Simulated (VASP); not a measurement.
# BaHfO3 (P4/mmm) in VASP: single point with r2SCAN

Aim: the single point of BaHfO3 with r2SCAN.

All numbers are computed with VASP 6.6.1; they aren't measurements. Logs are shortened: lines on timing, memory, paths and dates and some standing lists are left out, and cuts for length are marked.

## 1. The cell of the first run

It takes space group P4/mmm (No. 123, tetragonal). Conventional cell: a = 4.177 Å, b = 4.177 Å, c = 4.094 Å, α = 90.00°, β = 90.00°, γ = 90.00°. Within 3.9 Å of Ba (site symmetry 4/mmm) lie 12 O at 2.92 to 2.95 Å and 8 Hf at 3.59 Å. Within 2.7 Å of Hf (site symmetry 4/mmm) lie 6 O at 2.05 to 2.09 Å. O (site symmetry 4/mmm) has 2 Hf at 2.05 Å within 2.7 Å. Within 2.8 Å of O (site symmetry mmm) lie 2 Hf at 2.09 Å.

## 2. Single point, r2SCAN, non-collinear spin, zero start, spin-orbit coupling (uniaxial z strain -2.0%)

File POSCAR:

```
BaHfO3
1.0
    4.1770587708      0.0000000000      0.0000000000
    0.0000000000      4.1770587708      0.0000000000
    0.0000000000      0.0000000000      4.0935175954
Ba Hf O
1 1 3
Direct
    0.0000000000      0.0000000000      0.0000000000
    0.5000000000      0.5000000000      0.5000000000
    0.5000000000      0.5000000000      0.0000000000
    0.5000000000      0.0000000000      0.5000000000
    0.0000000000      0.5000000000      0.5000000000
```

File INCAR.step1:

```
  PREC = Accurate
  ENCUT = 520
  ISMEAR = 0
  SIGMA = 0.01
  LREAL = False
  LASPH = True
  NELM = 150
  MAGMOM = 0 0 0 0 0 0 0 0 0 0 0 0 0 0 0
  LSORBIT = True
  GGA_COMPAT = False
  LMAXMIX = 4
  NBANDS = 53
  GGA = PE
  ALGO = Normal
  EDIFF = 1E-4
  LWAVE = True
  LCHARG = False
```

File INCAR.step2:

```
  PREC = Accurate
  ENCUT = 520
  EDIFF = 1E-6
  ISMEAR = 0
  SIGMA = 0.01
  LREAL = False
  LASPH = True
  NELM = 150
  ALGO = Normal
  ISIF = 2
  LWAVE = False
  LCHARG = False
  MAGMOM = 0 0 0 0 0 0 0 0 0 0 0 0 0 0 0
  LORBIT = 11
  LSORBIT = True
  GGA_COMPAT = False
  LORBMOM = True
  LMAXMIX = 4
  METAGGA = R2SCAN
  LMIXTAU = True
  NBANDS = 53
  ISTART = 1
```

File KPOINTS:

```
Automatic mesh
0
Gamma
  6 6 6
```

Potentials or basis: VASP PAW PBE potentials, release 64 (Ba_sv, Hf_pv, O).

Command:

```console
$ cat potpaw_PBE.64/Ba_sv/POTCAR potpaw_PBE.64/Hf_pv/POTCAR potpaw_PBE.64/O/POTCAR > POTCAR
$ cp INCAR.step1 INCAR
$ mpirun -np 1 vasp_ncl > vasp.out
$ cp INCAR.step2 INCAR
$ mpirun -np 1 vasp_ncl > vasp.out
```

OUTCAR:

```text
PREC = Accurate
   ENCUT = 520
   EDIFF = 1E-6
   ISMEAR = 0
   LREAL = False
   LASPH = True
   NELM = 150
   ISIF = 2
   LORBIT = 11
   LSORBIT = True
   METAGGA = R2SCAN
   ISTART = 1

 ion  position               nearest neighbor table
   1  0.000  0.000  0.000-   4 2.92   5 2.92   4 2.92   5 2.92   5 2.92   5 2.92   4 2.92   4 2.92
                             3 2.95   3 2.95   3 2.95   3 2.95   2 3.59   2 3.59   2 3.59   2 3.59
   2  0.500  0.500  0.500-   3 2.05   3 2.05   5 2.09   4 2.09   4 2.09   5 2.09   1 3.59   1 3.59
                             1 3.59   1 3.59   1 3.59   1 3.59   1 3.59   1 3.59
   3  0.500  0.500  0.000-   2 2.05   2 2.05   1 2.95   1 2.95   1 2.95   1 2.95
   4  0.500  0.000  0.500-   2 2.09   2 2.09   1 2.92   1 2.92   1 2.92   1 2.92
   5  0.000  0.500  0.500-   2 2.09   2 2.09   1 2.92   1 2.92   1 2.92   1 2.92

  LATTYP: Found a simple tetragonal cell.
 ALAT       =     4.1770587708
 C/A-ratio  =     0.9800000000

  Lattice vectors:

 A1 = (   4.1770587708,   0.0000000000,   0.0000000000)
 A2 = (   0.0000000000,   4.1770587708,   0.0000000000)
 A3 = (   0.0000000000,   0.0000000000,   4.0935175954)

Analysis of symmetry for initial positions (statically):
=====================================================================
 Subroutine PRICEL returns:
 Original cell was already a primitive cell.

 Routine SETGRP: Setting up the symmetry group for a
 simple tetragonal supercell.

 Subroutine GETGRP returns: Found 16 space group operations
 (whereof 16 operations were pure point group operations)
 out of a pool of 16 trial point group operations.

The static configuration has the point symmetry D_4h.

Analysis of symmetry for dynamics (positions and initial velocities):
=====================================================================
 Subroutine PRICEL returns:
 Original cell was already a primitive cell.

 Routine SETGRP: Setting up the symmetry group for a
 simple tetragonal supercell.

 Subroutine GETGRP returns: Found 16 space group operations
 (whereof 16 operations were pure point group operations)
 out of a pool of 16 trial point group operations.

The dynamic configuration has the point symmetry D_4h.

Analysis of structural, dynamic, and magnetic symmetry:
=====================================================================
 Subroutine PRICEL returns:
 Original cell was already a primitive cell.

 Routine SETGRP: Setting up the symmetry group for a
 simple tetragonal supercell.

 Subroutine GETGRP returns: Found 16 space group operations
 (whereof 16 operations were pure point group operations)
 out of a pool of 16 trial point group operations.

The overall configuration has the point symmetry D_4h.

 Subroutine INISYM returns: Found 16 space group operations
 (whereof 16 operations are pure point group operations),
 and found     1 'primitive' translations

----------------------------------------------------------------------------------------

                                     Primitive cell

  volume of cell :      71.4230

  direct lattice vectors                    reciprocal lattice vectors
     4.177058771  0.000000000  0.000000000     0.239402904  0.000000000  0.000000000
     0.000000000  4.177058771  0.000000000     0.000000000  0.239402904  0.000000000
     0.000000000  0.000000000  4.093517595     0.000000000  0.000000000  0.244288678

  length of vectors
     4.177058771  4.177058771  4.093517595     0.239402904  0.239402904  0.244288678

  position of ions in fractional coordinates (direct lattice)
     0.000000000  0.000000000  0.000000000
     0.500000000  0.500000000  0.500000000
     0.500000000  0.500000000  0.000000000
     0.500000000  0.000000000  0.500000000
     0.000000000  0.500000000  0.500000000

  ion indices of the primitive-cell ions
   primitive index   ion index
                 1           1
                 2           2
                 3           3
                 4           4
                 5           5

----------------------------------------------------------------------------------------

 KPOINTS: Automatic mesh
[... 128 lines left out ...]

 k-point     1 :       0.0000    0.0000    0.0000
  band No.  band energies     occupation
      1     -32.1663      1.00000
      2     -32.1663      1.00000
      3     -25.2535      1.00000
      4     -25.2535      1.00000
      5     -25.2371      1.00000
      6     -25.2371      1.00000
[... 1261 lines left out ...]
     49      11.5188      0.00000
     50      11.5188      0.00000

 [... further k-points ...]

 [bands above 50 left out]

------------------------ aborting loop because EDIFF is reached ----------------------------------------

  FORCE on cell =-STRESS in cart. coord.  units (eV):
  Direction    XX          YY          ZZ          XY          YZ          ZX
  --------------------------------------------------------------------------------------
  -------------------------------------------------------------------------------------
  Total        0.5563970      0.5563970      3.0863224      0.0000000      0.0000000      0.0000000
  in kB       12.4812350     12.4812350     69.2331410      0.0000000      0.0000000      0.0000000
  external PRESSURE =      31.3985370 kB  Pullay stress =       0.0000000 kB

 VOLUME and BASIS-vectors are now :
 -----------------------------------------------------------------------------
  energy-cutoff  :      520.00
  volume of cell :       71.42
      direct lattice vectors                 reciprocal lattice vectors
     4.177058771  0.000000000  0.000000000     0.239402904  0.000000000  0.000000000
     0.000000000  4.177058771  0.000000000     0.000000000  0.239402904  0.000000000
     0.000000000  0.000000000  4.093517595     0.000000000  0.000000000  0.244288678

 POSITION                                       TOTAL-FORCE (eV/Angst)
 -----------------------------------------------------------------------------------
      0.00000      0.00000      0.00000         0.000000      0.000000      0.000000
      2.08853      2.08853      2.04676         0.000000      0.000000      0.000000
      2.08853      2.08853      0.00000         0.000000      0.000000      0.000000
      2.08853      0.00000      2.04676         0.000000      0.000000      0.000000
      0.00000      2.08853      2.04676         0.000000      0.000000      0.000000
 -----------------------------------------------------------------------------------
    total drift:                                0.000000     -0.000000     -0.000000

  FREE ENERGIE OF THE ION-ELECTRON SYSTEM (eV)
  ---------------------------------------------------
  free  energy   TOTEN  =      -108.7598005036 eV

  energy  without entropy=     -108.7598005036  energy(sigma->0) =     -108.75980050

 orbital moment (x)

 # of ion     p       d       tot
 ----------------------------------------
  1         0.000   0.000   0.000
  2         0.000   0.000   0.000
  3        -0.000   0.000  -0.000
  4         0.000   0.000   0.000
  5         0.000   0.000   0.000
 ----------------------------------------
            0.000   0.000   0.000

 orbital moment (y)

 # of ion     p       d       tot
 ----------------------------------------
  1        -0.000  -0.000  -0.000
  2        -0.000  -0.000  -0.000
  3         0.000   0.000   0.000
  4         0.000   0.000   0.000
  5         0.000   0.000   0.000
 ----------------------------------------
            0.000  -0.000  -0.000

 orbital moment (z)

 # of ion     p       d       tot
 ----------------------------------------
  1         0.000   0.000   0.000
  2         0.000   0.000   0.000
  3        -0.000   0.000  -0.000
  4         0.000   0.000   0.000
  5         0.000   0.000   0.000
 ----------------------------------------
           -0.000   0.000   0.000

 Spin-Orbit-Coupling matrix elements

 Ion:    1  E_soc:     -0.3625560
 l=   1
     0.0000000    -0.0603013    -0.0602767
    -0.0603013     0.0000000    -0.0603013
    -0.0602767    -0.0603013     0.0000000
 l=   2
     0.0000000    -0.0000268     0.0000000    -0.0000268    -0.0001032
    -0.0000268     0.0000000    -0.0000795    -0.0000280    -0.0000273
     0.0000000    -0.0000795     0.0000000    -0.0000795     0.0000000
    -0.0000268    -0.0000280    -0.0000795     0.0000000    -0.0000273
    -0.0001032    -0.0000273     0.0000000    -0.0000273     0.0000000
 l=   3
     0.0000000     0.0000000     0.0000000     0.0000000     0.0000000     0.0000000     0.0000000
     0.0000000     0.0000000     0.0000000     0.0000000     0.0000000     0.0000000     0.0000000
     0.0000000     0.0000000     0.0000000     0.0000000     0.0000000     0.0000000     0.0000000
     0.0000000     0.0000000     0.0000000     0.0000000     0.0000000     0.0000000     0.0000000
[... 69 lines left out ...]
 l=   2
     0.0000000     0.0000000     0.0000000     0.0000000     0.0000000
     0.0000000     0.0000000     0.0000000     0.0000000     0.0000000
     0.0000000     0.0000000     0.0000000     0.0000000     0.0000000
     0.0000000     0.0000000     0.0000000     0.0000000     0.0000000
     0.0000000     0.0000000     0.0000000     0.0000000     0.0000000
 l=   3
     0.0000000     0.0000000     0.0000000     0.0000000     0.0000000     0.0000000     0.0000000
     0.0000000     0.0000000     0.0000000     0.0000000     0.0000000     0.0000000     0.0000000
     0.0000000     0.0000000     0.0000000     0.0000000     0.0000000     0.0000000     0.0000000
     0.0000000     0.0000000     0.0000000     0.0000000     0.0000000     0.0000000     0.0000000
     0.0000000     0.0000000     0.0000000     0.0000000     0.0000000     0.0000000     0.0000000
     0.0000000     0.0000000     0.0000000     0.0000000     0.0000000     0.0000000     0.0000000
     0.0000000     0.0000000     0.0000000     0.0000000     0.0000000     0.0000000     0.0000000

 total charge

# of ion       s       p       d       tot
------------------------------------------
    1        2.013   5.652   0.263   7.928
    2        0.346   6.788   1.502   8.636
    3        1.565   3.546   0.000   5.111
    4        1.562   3.529   0.000   5.091
    5        1.562   3.529   0.000   5.091
--------------------------------------------------
tot          7.048  23.044   1.765  31.857

 magnetization (x)

# of ion       s       p       d       tot
------------------------------------------
    1        0.000  -0.000   0.000  -0.000
    2        0.000  -0.000   0.000   0.000
    3        0.000  -0.000   0.000  -0.000
    4       -0.000   0.000   0.000  -0.000
    5       -0.000   0.000   0.000   0.000
--------------------------------------------------
tot         -0.000   0.000   0.000   0.000

 magnetization (y)

# of ion       s       p       d       tot
------------------------------------------
    1        0.000   0.000   0.000   0.000
    2        0.000   0.000   0.000   0.000
    3        0.000   0.000   0.000   0.000
    4        0.000  -0.000   0.000  -0.000
    5        0.000  -0.000   0.000  -0.000
--------------------------------------------------
tot          0.000  -0.000   0.000  -0.000

 magnetization (z)

# of ion       s       p       d       tot
------------------------------------------
    1        0.000   0.000  -0.000  -0.000
    2        0.000   0.000   0.000   0.000
    3       -0.000   0.000   0.000   0.000
    4        0.000  -0.000   0.000  -0.000
    5        0.000   0.000   0.000   0.000
--------------------------------------------------
tot          0.000   0.000  -0.000   0.000
```

Run time: 23 min. Hardware: 1 thread of Oxide Virtual Turin-like, shared host; peak memory 0.46 GiB.

What came out:

- Free energy: -108.7598 eV
- Pressure: 3.1 GPa
- Net moment: 0.00 μB per cell
- Valence electrons inside the program's atomic spheres: Ba 7.93; Hf 8.64; O 5.11, 5.09 (each value once)

Moments on the atoms (μB; x, y, z):
```
Ba  0.00 0.00 0.00
Hf  0.00 0.00 0.00
O   0.00 0.00 0.00
O   0.00 0.00 0.00
O   0.00 0.00 0.00
```

Caveat: the cell differs from its parent crystal (uniaxial z strain -2.0%); the cell stands under pressure; the PAW data sets were made with another functional, which shifts forces and pressure a little.
